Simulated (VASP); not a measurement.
Here is a VASP 6.6.1 calculation.

POSCAR

```
V
1.0
   -1.4938011155      1.4938011155      1.4938011155
    1.4938011155     -1.4938011155      1.4938011155
    1.4938011155      1.4938011155     -1.4938011155
V
1
Direct
    0.0000000000      0.0000000000      0.0000000000
```

Contents of INCAR.step1:

```
SYSTEM = V
PREC     = Accurate       ! precision mode
ENCUT    = 600            ! plane-wave cutoff, eV
ISMEAR   = 0              ! smearing method
SIGMA    = 0.1            ! smearing width, eV
LREAL    = .FALSE.        ! projectors in reciprocal space
LASPH    = .TRUE.         ! aspherical terms in the spheres
NELM     = 100            ! most SCF steps
GGA      = PE             ! functional
ALGO     = Normal         ! electronic algorithm
EDIFF    = 1E-4           ! SCF threshold, eV
LWAVE    = .TRUE.         ! write WAVECAR
LCHARG   = .FALSE.        ! write CHGCAR
```

The input INCAR.step2:

```
SYSTEM = V
PREC     = Accurate       ! precision mode
ENCUT    = 600            ! plane-wave cutoff, eV
EDIFF    = 1E-6           ! SCF threshold, eV
ISMEAR   = 0              ! smearing method
SIGMA    = 0.1            ! smearing width, eV
LREAL    = .FALSE.        ! projectors in reciprocal space
LASPH    = .TRUE.         ! aspherical terms in the spheres
NELM     = 100            ! most SCF steps
ALGO     = Normal         ! electronic algorithm
ISIF     = 3              ! what is computed and relaxed
LWAVE    = .FALSE.        ! write WAVECAR
LCHARG   = .FALSE.        ! write CHGCAR
METAGGA  = R2SCAN         ! meta-GGA
LMIXTAU  = .TRUE.       
IBRION   = 2              ! ionic algorithm
NSW      = 100            ! ionic steps
EDIFFG   = -0.005         ! ionic threshold
ISTART   = 1
```

File KPOINTS:

```
regular mesh
0
G
  20 20 20
  0 0 0
```

Potentials or basis: VASP PAW PBE potentials, release 64 (V_sv).

Run with:

```bash
$ cat potpaw_PBE.64/V_sv/POTCAR > POTCAR
$ cp INCAR.step1 INCAR
$ mpirun -np 1 vasp_std > vasp.out
$ cp INCAR.step2 INCAR
$ mpirun -np 1 vasp_std > vasp.out
```

**Question.** Predict the relaxed cell.

**Answer.** a = 2.585 Å, b = 2.585 Å, c = 2.585 Å, α = 109.47°, β = 109.47°, γ = 109.47°.

**Question.** Estimate the band gap on the k mesh.

**Answer.** Zero (an odd number of electrons rules out a gap without spin polarisation).

**Question.** Estimate the space group after relaxing (to 0.1 Å).

**Answer.** Im-3m (No. 229).

Final structure:
```
CELL_PARAMETERS angstrom
-1.49266 1.49266 1.49266
1.49266 -1.49266 1.49266
1.49266 1.49266 -1.49266
ATOMIC_POSITIONS crystal
V 0.00000 0.00000 0.00000
```
